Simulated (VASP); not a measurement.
# As (Fd-3m) in VASP: single point with PBE

Aim: the single point of As with PBE.

All numbers are computed with VASP 6.6.1; they aren't measurements. Logs are shortened: lines on timing, memory, paths and dates and some standing lists are left out, and cuts for length are marked.

## 1. The cell of the first run

It takes space group Fd-3m (No. 227, cubic). Conventional cell: a = 6.119 Å, b = 6.119 Å, c = 6.119 Å, α = 90.00°, β = 90.00°, γ = 90.00°. As (site symmetry -43m) has 4 As at 2.65 Å within 3.5 Å.

## 2. Single point, PBE

The input, INCAR:

```
PREC = Accurate
ENCUT = 520
EDIFF = 1E-6
ISMEAR = -1
SIGMA = 0.13605693000000002
LREAL = F
LASPH = T
NELM = 60
ALGO = Normal
ISIF = 2
LWAVE = F
LCHARG = T
GGA = PE
LELF = T
LVHAR = T
NBANDS = 12
```

The input, KPOINTS:

```
regular mesh
0
Gamma
  8 8 8
```

The input, POSCAR:

```
As
1.0
    0.0000000000      3.0596576432      3.0596576432
    3.0596576432      0.0000000000      3.0596576432
    3.0596576432      3.0596576432      0.0000000000
As
2
Direct
    0.0000000000      0.0000000000      0.0000000000
    0.2500000000      0.2500000000      0.2500000000
```

Potentials or basis: VASP PAW PBE potentials, release 64 (As).

Run with:

```
$ cat potpaw_PBE.64/As/POTCAR > POTCAR
$ mpirun -np 1 vasp_std > vasp.out
```

OUTCAR:

```text
PREC = Accurate
   ENCUT = 520
   EDIFF = 1E-6
   ISMEAR = -1
   LREAL = F
   LASPH = T
   NELM = 60
   ISIF = 2
   GGA = PE

 ion  position               nearest neighbor table
   1  0.000  0.000  0.000-   2 2.65   2 2.65   2 2.65   2 2.65
   2  0.250  0.250  0.250-   1 2.65   1 2.65   1 2.65   1 2.65

  LATTYP: Found a face centered cubic cell.
 ALAT       =     6.1193152864

  Lattice vectors:

 A1 = (   0.0000000000,   3.0596576432,   3.0596576432)
 A2 = (   3.0596576432,   0.0000000000,   3.0596576432)
 A3 = (   3.0596576432,   3.0596576432,   0.0000000000)

Analysis of symmetry for initial positions (statically):
=====================================================================
 Subroutine PRICEL returns:
 Original cell was already a primitive cell.

 Routine SETGRP: Setting up the symmetry group for a
 face centered cubic supercell.

 Subroutine GETGRP returns: Found 48 space group operations
 (whereof 24 operations were pure point group operations)
 out of a pool of 48 trial point group operations.

The static configuration has the point symmetry T_d .
 The point group associated with its full space group is O_h .

Analysis of symmetry for dynamics (positions and initial velocities):
=====================================================================
 Subroutine PRICEL returns:
 Original cell was already a primitive cell.

 Routine SETGRP: Setting up the symmetry group for a
 face centered cubic supercell.

 Subroutine GETGRP returns: Found 48 space group operations
 (whereof 24 operations were pure point group operations)
 out of a pool of 48 trial point group operations.

The dynamic configuration has the point symmetry T_d .
 The point group associated with its full space group is O_h .

 Subroutine INISYM returns: Found 48 space group operations
 (whereof 24 operations are pure point group operations),
 and found     1 'primitive' translations

----------------------------------------------------------------------------------------

                                     Primitive cell

  volume of cell :      57.2860

  direct lattice vectors                    reciprocal lattice vectors
     0.000000000  3.059657643  3.059657643    -0.163416976  0.163416976  0.163416976
     3.059657643  0.000000000  3.059657643     0.163416976 -0.163416976  0.163416976
     3.059657643  3.059657643  0.000000000     0.163416976  0.163416976 -0.163416976

  length of vectors
[... 90 lines left out ...]
   POTIM  = 0.5000    time-step for ionic-motion
   TEBEG  =    0.0;   TEEND  =   0.0 temperature during run
   PSTRESS=    0.0 pullay stress
   NELECT =      10.0000    total number of electrons
   NUPDOWN=      -1.0000    fix difference up-down
   EMIN   =  10.00;   EMAX   =-10.00  energy-range for DOS
   EFERMI =   0.00;   METHOD = LEGACY
   ISMEAR =    -1;   SIGMA  =   0.14  broadening in eV -4-tet -1-fermi 0-gaus
   EFERMI_NEDOS =   21; number of points for ismear=-14 and -15
   IALGO  =     38    algorithm
   IMIX   =      4    mixing-type and parameters
     AMIX     =   0.40;   BMIX     =  1.00
     AMIX_MAG =   1.60;   BMIX_MAG =  1.00
  volume/ion in A,a.u.               =      28.64       193.29
  Fermi-wavevector in a.u.,A,eV,Ry     =   0.914939  1.728983 11.389611  0.837113
  Thomas-Fermi vector in A             =   2.039623
   LORBIT       =      0    0 simple, 1 ext, 2 COOP (PROOUT), +10 PAW based schemes
   GGA     = PE    functional components
   LHFCALC =     F    Hartree Fock is set to
   AEXX    =    0.0000 exact exchange contribution
   IVDW    =     0    specifies the selected vdW correction
   LEPSILON=     F    determine dielectric tensor
   LRPA    =     F    only Hartree local field effects (RPA)
 non-spin polarized calculation
  energy-cutoff  :      520.00
  volume of cell :       57.29
 maximum number of plane-waves:      1572
   NGX = 17   NGY = 17   NGZ = 17

 number of electron      10.0000000 magnetization

 number of electron       9.9999997 magnetization

 Free energy of the ion-electron system (eV)
  ---------------------------------------------------
  ext. energy  EPLUGINS =         0.00000000
  ---------------------------------------------------
  free energy    TOTEN  =        -8.73034161 eV

  energy without entropy =       -8.64831802  energy(sigma->0) =       -8.68932982

 E-fermi :   2.9354     XC(G=0):  -8.5603

 val. band max:        2.8978792781   @ k =  -0.3750   0.3750   0.1250
 cond. band min:       2.9590436600   @ k =  -0.3750   0.5000   0.1250
 fundamental gap:      0.0611643819
 Fermi energy:         2.9353936764

 k-point     1 :       0.0000    0.0000    0.0000
  band No.  band energies     occupation
      1     -10.7207      2.00000
      2      -3.1434      2.00000
      3       0.8284      2.00000
      4       0.8284      2.00000
      5       0.8284      2.00000
      6       3.5506      0.02150
      7       3.5506      0.02150
      8       3.5506      0.02150
      9       7.7522      0.00000
     10      10.7922      0.00000
     11      10.7922      0.00000
     12      12.5783      0.00000
[... 331 lines left out ...]
 k-point    24 :      -0.3750    0.2500    0.1250
  band No.  band energies     occupation
      1      -9.0120      2.00000
      2      -6.9373      2.00000
      3      -1.5715      2.00000
      4      -0.5954      2.00000
      5       2.2575      1.98638
      6       4.5341      0.00002
      7       5.8276      0.00000
      8       6.5765      0.00000
      9       9.0578      0.00000
     10      10.9124      0.00000
     11      11.7177      0.00000
     12      12.3797      0.00000

 [... further k-points ...]

------------------------ aborting loop because EDIFF is reached ----------------------------------------

  FORCE on cell =-STRESS in cart. coord.  units (eV):
  Direction    XX          YY          ZZ          XY          YZ          ZX
  --------------------------------------------------------------------------------------
  -------------------------------------------------------------------------------------
  Total        0.0402131      0.0402131      0.0402131      0.0000000      0.0000000      0.0000000
  in kB        1.1246825      1.1246825      1.1246825      0.0000000      0.0000000      0.0000000
  external PRESSURE =       1.1246825 kB  Pullay stress =       0.0000000 kB

 VOLUME and BASIS-vectors are now :
 -----------------------------------------------------------------------------
  energy-cutoff  :      520.00
  volume of cell :       57.29
      direct lattice vectors                 reciprocal lattice vectors
     0.000000000  3.059657643  3.059657643    -0.163416976  0.163416976  0.163416976
     3.059657643  0.000000000  3.059657643     0.163416976 -0.163416976  0.163416976
     3.059657643  3.059657643  0.000000000     0.163416976  0.163416976 -0.163416976

 POSITION                                       TOTAL-FORCE (eV/Angst)
 -----------------------------------------------------------------------------------
      0.00000      0.00000      0.00000         0.000000     -0.000000     -0.000000
      1.52983      1.52983      1.52983        -0.000000      0.000000      0.000000
 -----------------------------------------------------------------------------------
    total drift:                               -0.000000      0.000000      0.000000

  FREE ENERGIE OF THE ION-ELECTRON SYSTEM (eV)
  ---------------------------------------------------
  free  energy   TOTEN  =        -8.7303416125 eV

  energy  without entropy=       -8.6483180233  energy(sigma->0) =       -8.68932982
```

OSZICAR:

```text
N       E                     dE             d eps       ncg     rms          rms(c)
DAV:   1     0.230444670936E+02    0.23044E+02   -0.38431E+03   696   0.669E+02
DAV:   2    -0.732919329416E+01   -0.30374E+02   -0.29460E+02   964   0.103E+02
DAV:   3    -0.874898592204E+01   -0.14198E+01   -0.14128E+01   888   0.212E+01
DAV:   4    -0.875836968043E+01   -0.93838E-02   -0.93822E-02   756   0.210E+00
DAV:   5    -0.875841723394E+01   -0.47554E-04   -0.47553E-04   876   0.152E-01    0.324E+00
DAV:   6    -0.874014401213E+01    0.18273E-01   -0.75681E-03   752   0.468E-01    0.194E+00
DAV:   7    -0.873010858211E+01    0.10035E-01   -0.16879E-02   772   0.710E-01    0.724E-02
DAV:   8    -0.873031025458E+01   -0.20167E-03   -0.62834E-04   752   0.126E-01    0.170E-02
DAV:   9    -0.873033552251E+01   -0.25268E-04   -0.22369E-05   852   0.302E-02    0.126E-02
DAV:  10    -0.873034160739E+01   -0.60849E-05   -0.97900E-06   736   0.160E-02    0.228E-03
DAV:  11    -0.873034161255E+01   -0.51602E-08   -0.31360E-07   596   0.290E-03
   1 F= -.87303416E+01 E0= -.86893298E+01  d E =-.820236E-01
```

Wall time 14 s (1 thread of Intel Xeon 6975P-C, shared host); peak memory 0.17 GiB.

What came out:

| Item | Value |
| --- | --- |
| Free energy | -8.7303 eV |
| Pressure | 0.1 GPa |
| Band gap on the k mesh | zero (band 5 reaches 3.91 eV, above the bottom of band 6 at 2.29 eV) |
